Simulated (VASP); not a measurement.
Input of a VASP 6.6.1 run:

The input INCAR:

```
SYSTEM = GaAs
ALGO     = Normal         ! electronic algorithm
EDIFF    = 1E-6           ! SCF threshold, eV
ENCUT    = 520            ! plane-wave cutoff, eV
ISIF     = 2              ! what is computed and relaxed
ISMEAR   = 0              ! smearing method
LASPH    = .TRUE.         ! aspherical terms in the spheres
LCHARG   = .FALSE.        ! write CHGCAR
LREAL    = .FALSE.        ! projectors in reciprocal space
LWAVE    = .FALSE.        ! write WAVECAR
NBANDS   = 16             ! bands
NELM     = 100            ! most SCF steps
PREC     = Accurate       ! precision mode
SIGMA    = 0.02           ! smearing width, eV
```

The input KPOINTS:

```
k-points
0
G
  12 12 12
  0 0 0
```

The input POSCAR:

```
GaAs
1.0
    0.0000000000      2.8291375184      2.8291375184
    2.8291375184      0.0000000000      2.8291375184
    2.8291375184      2.8291375184      0.0000000000
Ga As
1 1
Direct
    0.0000000000      0.0000000000      0.0000000000
    0.2500000000      0.2500000000      0.2500000000
```

Potentials or basis: VASP PAW LDA potentials, release 64 (Ga_d, As).

Run with:

```console
$ cat potpaw_LDA.64/Ga_d/POTCAR potpaw_LDA.64/As/POTCAR > POTCAR
$ mpirun -np 1 vasp_std > vasp.out
```

Q: Predict the band gap on the k mesh.

A: 0.31 eV, direct.

Q: Predict the pressure.

A: -1.8 GPa.
